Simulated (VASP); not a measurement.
A run of VASP 6.6.1:

File INCAR:

```
SYSTEM = Co2Si
PREC = Accurate
ENCUT = 520
EDIFF = 1E-7
ISMEAR = 0
SIGMA = 0.1
LREAL = .False.
LASPH = .True.
NELM = 150
ALGO = Normal
ISIF = 2
LWAVE = .False.
LCHARG = .False.
ISPIN = 2
MAGMOM = -3 -3 0
LORBIT = 11
LMAXMIX = 4
GGA = PE
NBANDS = 22
```

The input KPOINTS:

```
Automatic mesh
0
Gamma
  6 6 4
  0 0 0
```

The input POSCAR:

```
Co2Si
1.0
    3.0139825800      0.0000000000      0.0000000000
    0.0000000000      3.0139825800      0.0000000000
    0.0000000000      0.0000000000      4.2663204300
Co Si
2 1
Direct
    0.0000000000      0.0000000000      0.7866233900
    0.0000000000      0.0000000000      0.2133766100
    0.5000000000      0.5000000000      0.5000000000
```

Potentials or basis: VASP PAW PBE potentials, release 64 (Co, Si).

Command:

```sh
$ cat potpaw_PBE.64/Co/POTCAR potpaw_PBE.64/Si/POTCAR > POTCAR
$ mpirun -np 1 vasp_std > vasp.out
```

Hardware: 1 thread of AMD EPYC 9R14 (Zen 4) (shared host).

Task: Estimate the wall time of this run.

Result: Wall time 33 s on 1 thread of AMD EPYC 9R14 (Zen 4), with other jobs on the host, peak memory 0.15 GiB. Counts: scf iterations 18, k points 30.
